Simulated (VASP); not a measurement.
## Rh: electric field gradients with PBE

Rh:

```
Rh
1.0
     0.00000    1.90155    1.90155
     1.90155    0.00000    1.90155
     1.90155    1.90155    0.00000
Rh
1
Direct
  0.00000 0.00000 0.00000
```

```
Program                : VASP 6.6.1
Task                   : electric field gradients
Functional             : PBE
Potentials or basis    : VASP PAW PBE potentials, release 64 (Rh_pv)
Cutoff                 : 520 eV
k mesh                 : 8 × 8 × 8
Occupations            : fermi-dirac, width 0.08 eV
Spin                   : no spin polarisation
Dipole correction      : no
Further INCAR settings : ALGO = Normal; EDIFF = 1e-08; NBANDS = 14
```

```json
{
  "Pressure": "6.9 GPa"
}
```

Levels at points of the mesh, in eV from the Fermi level:
```csv
k point,band 5,band 6,band 7,band 8,band 9,band 10
"(0.00, 0.00, 0.00)",-3.10,-3.10,-3.10,-1.01,-1.01,15.95
"(0.50, 0.00, 0.00)",-3.18,-3.18,0.55,0.55,0.69,8.61
"(0.50, 0.50, 0.00)",-5.97,0.53,0.97,0.97,3.22,12.25
```

Run time: 12 s on 1 thread of Intel Xeon 8259CL, with other jobs on the host, peak memory 0.12 GiB.

Caveat: without QUAD_EFG the Cq values of the log hold for a quadrupole moment of 1 mb, not for the nuclei.
